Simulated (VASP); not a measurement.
Wanted: the native input for a VASP 6.6.1 run.

```
Task                   : single point
Functional             : r2SCAN
Potentials or basis    : VASP PAW PBE potentials, release 64 (La, O)
Cutoff                 : 520 eV
k mesh                 : 9 × 9 × 4
Occupations            : gaussian, width 0.02 eV
Spin                   : no spin polarisation
Dipole correction      : no
Further INCAR settings : ALGO = Normal; EDIFF = 1e-06; NBANDS = 28
```

La2O3:

```
CELL_PARAMETERS angstrom
3.93510 0.00000 0.00000
-1.96755 3.40790 0.00000
0.00000 0.00000 6.12624
ATOMIC_POSITIONS crystal
La 0.66667 0.33333 0.75384
La 0.33333 0.66667 0.24616
O 0.66667 0.33333 0.35389
O 0.33333 0.66667 0.64611
O 0.00000 0.00000 0.00000
```

These files were run (other wordings do the same):

POSCAR

```
La2O3
1.0
    3.9351013758      0.0000000000      0.0000000000
   -1.9675506879      3.4078977579      0.0000000000
    0.0000000000      0.0000000000      6.1262352919
La O
2 3
Direct
    0.6666666667      0.3333333333      0.7538430021
    0.3333333333      0.6666666667      0.2461569979
    0.6666666667      0.3333333333      0.3538864034
    0.3333333333      0.6666666667      0.6461135966
    0.0000000000      0.0000000000      0.0000000000
```

INCAR.step1

```
  PREC = Accurate
  ENCUT = 520
  ISMEAR = 0
  SIGMA = 0.02
  LREAL = F
  LASPH = T
  NELM = 100
  NBANDS = 28
  GGA = PE
  ALGO = Normal
  EDIFF = 1E-4
  LWAVE = T
  LCHARG = F
```

INCAR.step2

```
  PREC = Accurate
  ENCUT = 520
  EDIFF = 1E-6
  ISMEAR = 0
  SIGMA = 0.02
  LREAL = F
  LASPH = T
  NELM = 100
  ALGO = Normal
  ISIF = 2
  LWAVE = F
  LCHARG = F
  METAGGA = R2SCAN
  LMIXTAU = T
  NBANDS = 28
  ISTART = 1
```

KPOINTS

```
regular mesh
0
Gamma
  9 9 4
```

Potentials or basis: VASP PAW PBE potentials, release 64 (La, O).

Command:

```console
$ cat potpaw_PBE.64/La/POTCAR potpaw_PBE.64/O/POTCAR > POTCAR
$ cp INCAR.step1 INCAR
$ mpirun -np 1 vasp_std > vasp.out
$ cp INCAR.step2 INCAR
$ mpirun -np 1 vasp_std > vasp.out
```

It gave:

The pressure is -0.4 GPa, the largest force is 0.022 eV/Å and the band gap on the k mesh is 4.25 eV (least direct gap 4.36 eV).

Caveat: the PAW data sets were made with another functional, which shifts forces and pressure a little; spin-orbit coupling is left out, which moves the levels of the heavy elements.

Run time: 7.8 min on 1 thread of Intel(R) Xeon(R) Platinum 8259CL CPU @ 2.50GHz (Skylake/Cascade Lake), on a shared host, peak memory 0.28 GiB.
